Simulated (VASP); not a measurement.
Rb: single point with PBE

The system is Rb.

```xyz
1
Lattice="-2.4645 2.8166 2.8166 2.8166 -2.4645 2.8166 2.8166 2.8166 -2.4645" Properties=species:S:1:pos:R:3 pbc="T T T"
Rb    0.0000    0.0000    0.0000
```

This cell differs from its parent crystal: ratio of the length along [111] to the lengths across it x 1.2, volume and fractional coordinates fixed.

```
Program                : VASP 6.6.1
Task                   : single point
Functional             : PBE
Potentials or basis    : VASP PAW PBE potentials, release 64 (Rb_sv)
Cutoff                 : 520 eV
k mesh                 : 14 × 14 × 14
Occupations            : gaussian, width 0.15 eV
Spin                   : no spin polarisation
Dipole correction      : no
Further INCAR settings : ALGO = Fast; EDIFF = 1e-07; NBANDS = 10
```

```
Pressure               : 0.1 GPa
Band gap on the k mesh : zero (an odd number of electrons rules out a gap without spin polarisation)
```

Stress tensor (GPa, compression positive):
```
 0.13 -0.17 -0.17
-0.17  0.13 -0.17
-0.17 -0.17  0.13
```

Levels at points of the mesh, in eV from the Fermi level:
```csv
k point,band 1,band 2,band 3,band 4,band 5,band 6,band 7,band 8,band 9
"(0.00, 0.00, 0.00)",-28.92,-12.96,-12.95,-12.95,-2.01,3.20,3.20,4.28,4.98
"(0.50, 0.00, 0.00)",-28.92,-13.07,-12.97,-12.95,0.04,0.56,2.63,4.54,5.48
"(0.50, 0.50, 0.00)",-28.92,-13.09,-13.02,-12.95,0.44,1.12,2.36,4.26,4.37
"(0.50, 0.50, 0.50)",-28.91,-13.06,-13.06,-13.00,1.27,1.27,3.30,3.45,3.45
```

It took 3.2 min on 1 thread of Oxide Virtual Turin-like Processor (shared host), peak memory 0.34 GiB.
